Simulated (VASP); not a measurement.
# Tl (Fd-3m) in VASP: single point with PBEsol

Aim: the single point of Tl with PBEsol.

Everything below comes from runs of VASP 6.6.1. Logs are shortened: lines on timing, memory, paths and dates and some standing lists are left out, and cuts for length are marked.

### Step 1. The cell of the first run

The structure is cubic, space group Fd-3m (No. 227). Conventional cell: a = 5.068 Å, b = 5.068 Å, c = 5.068 Å, α = 90.00°, β = 90.00°, γ = 90.00°. Within 2.9 Å of Tl (site symmetry -43m) lie 4 Tl at 2.19 Å.

This isn't the form of Tl at room conditions, which is hcp.

### Step 2. Single point, PBEsol (16.27 Å³/atom)

POSCAR reads:

```
Tl
1.0
    0.0000000000      2.5337918558      2.5337918558
    2.5337918558      0.0000000000      2.5337918558
    2.5337918558      2.5337918558      0.0000000000
Tl
2
Direct
   -0.1250000000     -0.1250000000     -0.1250000000
    0.1250000000      0.1250000000      0.1250000000
```

INCAR.step1 reads:

```
SYSTEM = Tl
ALGO = Normal
EDIFF = 1E-7
ENCUT = 520
GGA = PS
ISIF = 2
ISMEAR = -1
LASPH = .TRUE.
LCHARG = .TRUE.
LREAL = .FALSE.
LWAVE = .FALSE.
NBANDS = 20
NELM = 60
PREC = Accurate
SIGMA = 0.1
```

KPOINTS.step1 reads:

```
k-points
0
G
  10 10 10
  0 0 0
```

INCAR.step2 reads:

```
SYSTEM = Tl
ALGO = Normal
EDIFF = 1E-7
ENCUT = 520
GGA = PS
ICHARG = 11
ISIF = 2
ISMEAR = -5
LASPH = .TRUE.
LCHARG = .FALSE.
LORBIT = 11
LREAL = .FALSE.
LWAVE = .FALSE.
NBANDS = 20
NEDOS = 2001
NELM = 60
PREC = Accurate
SIGMA = 0.1
```

KPOINTS.step2 reads:

```
k-points
0
G
  15 15 15
  0 0 0
```

Potentials or basis: VASP PAW PBE potentials, release 64 (Tl_d).

On the command line:

```bash
> cat potpaw_PBE.64/Tl_d/POTCAR > POTCAR
> cp INCAR.step1 INCAR
> cp KPOINTS.step1 KPOINTS
> mpirun -np 1 vasp_std > vasp.out
> cp INCAR.step2 INCAR
> cp KPOINTS.step2 KPOINTS
> mpirun -np 1 vasp_std > vasp.out
```

OUTCAR:

```text
SYSTEM = Tl
   EDIFF = 1E-7
   ENCUT = 520
   GGA = PS
   ICHARG = 11
   ISIF = 2
   ISMEAR = -5
   LASPH = .TRUE.
   LORBIT = 11
   LREAL = .FALSE.
   NELM = 60
   PREC = Accurate

 ion  position               nearest neighbor table
   1  0.875  0.875  0.875-   2 2.19   2 2.19   2 2.19   2 2.19
   2  0.125  0.125  0.125-   1 2.19   1 2.19   1 2.19   1 2.19

  LATTYP: Found a face centered cubic cell.
 ALAT       =     5.0675837116

  Lattice vectors:

 A1 = (   0.0000000000,   2.5337918558,   2.5337918558)
 A2 = (   2.5337918558,   0.0000000000,   2.5337918558)
 A3 = (   2.5337918558,   2.5337918558,   0.0000000000)

Analysis of symmetry for initial positions (statically):
=====================================================================
 Subroutine PRICEL returns:
 Original cell was already a primitive cell.

 Routine SETGRP: Setting up the symmetry group for a
 face centered cubic supercell.

 Subroutine GETGRP returns: Found 48 space group operations
 (whereof 12 operations were pure point group operations)
 out of a pool of 48 trial point group operations.

The static configuration has the point symmetry D_3d.
 The point group associated with its full space group is O_h .

Analysis of symmetry for dynamics (positions and initial velocities):
=====================================================================
 Subroutine PRICEL returns:
 Original cell was already a primitive cell.

 Routine SETGRP: Setting up the symmetry group for a
 face centered cubic supercell.

 Subroutine GETGRP returns: Found 48 space group operations
 (whereof 12 operations were pure point group operations)
 out of a pool of 48 trial point group operations.

The dynamic configuration has the point symmetry D_3d.
 The point group associated with its full space group is O_h .

 Subroutine INISYM returns: Found 48 space group operations
 (whereof 12 operations are pure point group operations),
 and found     1 'primitive' translations

----------------------------------------------------------------------------------------

                                     Primitive cell

  volume of cell :      32.5344

  direct lattice vectors                    reciprocal lattice vectors
     0.000000000  2.533791856  2.533791856    -0.197332705  0.197332705  0.197332705
     2.533791856  0.000000000  2.533791856     0.197332705 -0.197332705  0.197332705
     2.533791856  2.533791856  0.000000000     0.197332705  0.197332705 -0.197332705

  length of vectors
     3.583322807  3.583322807  3.583322807     0.341790270  0.341790270  0.341790270

  position of ions in fractional coordinates (direct lattice)
     0.875000000  0.875000000  0.875000000
     0.125000000  0.125000000  0.125000000

  ion indices of the primitive-cell ions
   primitive index   ion index
                 1           1
                 2           2

----------------------------------------------------------------------------------------

 KPOINTS: k-points

Automatic generation of k-mesh.
 Grid dimensions read from file:
 generate k-points for:   15   15   15

 Generating k-lattice:

  Cartesian coordinates                     Fractional coordinates (reciprocal lattice)
    -0.013155514  0.013155514  0.013155514     0.066666667  0.000000000  0.000000000
     0.013155514 -0.013155514  0.013155514     0.000000000  0.066666667  0.000000000
     0.013155514  0.013155514 -0.013155514     0.000000000  0.000000000  0.066666667

  Length of vectors
     0.022786018  0.022786018  0.022786018

  Shift w.r.t. Gamma in fractional coordinates (k-lattice)
     0.000000000  0.000000000  0.000000000

 TETIRR: Found    484 inequivalent tetrahedra from    20250

 Subroutine IBZKPT returns following result:
 ===========================================

 Found    120 irreducible k-points:

 Following reciprocal coordinates:
            Coordinates               Weight
  0.000000  0.000000  0.000000      1.000000
  0.066667  0.000000  0.000000      8.000000
  0.133333  0.000000  0.000000      8.000000
  0.200000  0.000000  0.000000      8.000000
  0.266667  0.000000  0.000000      8.000000
  0.333333  0.000000  0.000000      8.000000
[... 16 lines left out ...]
  0.133333  0.133333  0.000000      6.000000
  0.200000  0.133333  0.000000     24.000000
 [... further k-points ...]
   k-points           NKPTS =    120   k-points in BZ     NKDIM =    120   number of bands    NBANDS=     20
   number of dos      NEDOS =   2001   number of ions     NIONS =      2
   total plane-waves  NPLWV =  21952
   dimension x,y,z NGX =    28 NGY =   28 NGZ =   28
   dimension x,y,z NGXF=    56 NGYF=   56 NGZF=   56
   ions per type =               2
   NGX,Y,Z   is equivalent  to a cutoff of  12.99, 12.99, 12.99 a.u.
   NGXF,Y,Z  is equivalent  to a cutoff of  25.98, 25.98, 25.98 a.u.
 SYSTEM =  Tl
   PREC   = accura    normal or accurate (medium, high low for compatibility)
   ISTART =      0    job   : 0-new  1-cont  2-samecut
   ICHARG =     11    charge: 1-file 2-atom 10-const
   ISPIN  =      1    spin polarized calculation?
   LNONCOLLINEAR =      F non collinear calculations
   LSORBIT =      F    spin-orbit coupling
   LASPH  =      T    aspherical Exc in radial PAW
   ENCUT  =  520.0 eV  38.22 Ry    6.18 a.u.   6.66  6.66  6.66*2*pi/ulx,y,z
   NELM   =     60;   NELMIN=  2; NELMDL=  0     # of ELM steps
   EDIFF  = 0.1E-06   stopping-criterion for ELM
   LREAL  =      F    real-space projection
   EDIFFG = 0.1E-05   stopping-criterion for IOM
   NSW    =      0    number of steps for IOM
   IBRION =     -1    ionic relax: 0-MD 1-quasi-New 2-CG
   NFREE  =      0    steps in history (QN), initial steepest desc. (CG)
   ISIF   =      2    stress and relaxation
   ISYM   =      2    0-nonsym 1-usesym 2-fastsym
   POTIM  = 0.5000    time-step for ionic-motion
   TEBEG  =    0.0;   TEEND  =   0.0 temperature during run
   PSTRESS=    0.0 pullay stress
   NELECT =      26.0000    total number of electrons
   NUPDOWN=      -1.0000    fix difference up-down
   EMIN   =  10.00;   EMAX   =-10.00  energy-range for DOS
   EFERMI =   0.00;   METHOD = LEGACY
   ISMEAR =    -5;   SIGMA  =   0.10  broadening in eV -4-tet -1-fermi 0-gaus
   EFERMI_NEDOS =   21; number of points for ismear=-14 and -15
   IALGO  =     38    algorithm
   IMIX   =      4    mixing-type and parameters
     AMIX     =   0.40;   BMIX     =  1.00
     AMIX_MAG =   1.60;   BMIX_MAG =  1.00
  volume/ion in A,a.u.               =      16.27       109.78
  Fermi-wavevector in a.u.,A,eV,Ry     =   1.519212  2.870894 31.402311  2.308005
  Thomas-Fermi vector in A             =   2.628228
   LORBIT       =     11    0 simple, 1 ext, 2 COOP (PROOUT), +10 PAW based schemes
   GGA     = PS    functional components
   LHFCALC =     F    Hartree Fock is set to
   AEXX    =    0.0000 exact exchange contribution
   IVDW    =     0    specifies the selected vdW correction
   LEPSILON=     F    determine dielectric tensor
   LRPA    =     F    only Hartree local field effects (RPA)
 non-spin polarized calculation
 Fermi weights with tetrahedron method with Bloechl corrections
  energy-cutoff  :      520.00
  volume of cell :       32.53
 maximum number of plane-waves:       899

 number of electron      26.0000002 magnetization

 Free energy of the ion-electron system (eV)
  ---------------------------------------------------
  ext. energy  EPLUGINS =         0.00000000
  ---------------------------------------------------
  free energy    TOTEN  =         8.56368254 eV

  energy without entropy =        8.56368254  energy(sigma->0) =        8.56368254

 E-fermi :  14.9849     XC(G=0): -13.1971

 val. band max:       15.1175919902   @ k =   0.4000   0.2000   0.0000
 cond. band min:      14.9448341396   @ k =   0.3333   0.2667   0.0000
 fundamental gap:     -0.1727578506
 Fermi energy:        14.9848869200

 k-point     1 :       0.0000    0.0000    0.0000
  band No.  band energies     occupation
      1      -1.8241      2.00000
      2      -1.8241      2.00000
      3      -1.8032      2.00000
      4      -1.8032      2.00000
      5      -1.8032      2.00000
      6      -1.6034      2.00000
[... 12 lines left out ...]
     19      23.0657      0.00000
     20      24.4643      0.00000

 k-point     2 :       0.0667    0.0000    0.0000
  band No.  band energies     occupation
      1      -1.9875      2.00000
      2      -1.9875      2.00000
      3      -1.8092      2.00000
      4      -1.6156      2.00000
      5      -1.6156      2.00000
      6      -1.5328      2.00000
[... 12 lines left out ...]
     19      24.3381      0.00000
     20      24.4480      0.00000

 k-point     3 :       0.1333    0.0000    0.0000
  band No.  band energies     occupation
      1      -2.1189      2.00000
      2      -2.1189      2.00000
      3      -1.8296      2.00000
      4      -1.4207      2.00000
      5      -1.4207      2.00000
      6      -1.3371      2.00000
[... 12 lines left out ...]
     19      24.3981      0.00000
     20      24.6905      0.00000

 k-point     4 :       0.2000    0.0000    0.0000
  band No.  band energies     occupation
      1      -2.1991      2.00000
      2      -2.1991      2.00000
      3      -1.8612      2.00000
      4      -1.2636      2.00000
      5      -1.2636      2.00000
      6      -1.0801      2.00000
[... 429 lines left out ...]
 k-point    23 :       0.1333    0.1333    0.0000
  band No.  band energies     occupation
      1      -2.3326      2.00000
      2      -1.8647      2.00000
      3      -1.8647      2.00000
      4      -1.6305      2.00000
      5      -1.2524      2.00000
      6      -1.1199      2.00000
[... 12 lines left out ...]
     19      25.1281      0.00000
     20      25.8481      0.00000

 k-point    24 :       0.2000    0.1333    0.0000
  band No.  band energies     occupation
      1      -2.4184      2.00000
      2      -1.9328      2.00000
      3      -1.8979      2.00000
      4      -1.4849      2.00000
      5      -1.0598      2.00000
      6      -0.9325      2.00000
[... 12 lines left out ...]
     19      25.7211      0.00000
     20      26.4348      0.00000

 [... further k-points ...]

------------------------ aborting loop because EDIFF is reached ----------------------------------------

  FORCE on cell =-STRESS in cart. coord.  units (eV):
  Direction    XX          YY          ZZ          XY          YZ          ZX
  --------------------------------------------------------------------------------------
  -------------------------------------------------------------------------------------
  Total       45.5008096     45.5008096     45.5008096      0.0000000     -0.0000000     -0.0000000
  in kB     2240.7164533   2240.7164533   2240.7164533      0.0000000     -0.0000000     -0.0000000
  external PRESSURE =    2240.7164533 kB  Pullay stress =       0.0000000 kB

 VOLUME and BASIS-vectors are now :
 -----------------------------------------------------------------------------
  energy-cutoff  :      520.00
  volume of cell :       32.53
      direct lattice vectors                 reciprocal lattice vectors
     0.000000000  2.533791856  2.533791856    -0.197332705  0.197332705  0.197332705
     2.533791856  0.000000000  2.533791856     0.197332705 -0.197332705  0.197332705
     2.533791856  2.533791856  0.000000000     0.197332705  0.197332705 -0.197332705

 POSITION                                       TOTAL-FORCE (eV/Angst)
 -----------------------------------------------------------------------------------
      4.43414      4.43414      4.43414         0.000000      0.000000      0.000000
      0.63345      0.63345      0.63345        -0.000000     -0.000000     -0.000000
 -----------------------------------------------------------------------------------
    total drift:                                0.000000     -0.000000     -0.000000

  FREE ENERGIE OF THE ION-ELECTRON SYSTEM (eV)
  ---------------------------------------------------
  free  energy   TOTEN  =         8.5636825436 eV

  energy  without entropy=        8.5636825436  energy(sigma->0) =        8.56368254

 total charge

# of ion       s       p       d       tot
------------------------------------------
    1        1.232   1.502   9.936  12.670
    2        1.232   1.502   9.936  12.670
--------------------------------------------------
tot          2.464   3.004  19.872  25.339
```

Run time: 1.7 min. Hardware: 1 thread of Intel Xeon 8259CL, shared host; peak memory 0.19 GiB.

Results:

* Valence electrons inside the program's atomic spheres: Tl 12.67

Levels at points of the mesh, in eV from the Fermi level:
| k point | band 9 | band 10 | band 11 | band 12 | band 13 | band 14 | band 15 | band 16 | band 17 | band 18 |
| --- | --- | --- | --- | --- | --- | --- | --- | --- | --- | --- |
| (0.00, 0.00, 0.00) | -13.27 | -11.63 | -11.63 | 6.29 | 6.70 | 7.36 | 7.36 | 7.36 | 8.08 | 8.08 |

Caveat: the PAW data sets were made with another functional, which shifts forces and pressure a little; spin-orbit coupling is left out, which moves the levels of the heavy elements; tetrahedron occupations give inexact forces and stress in metals.
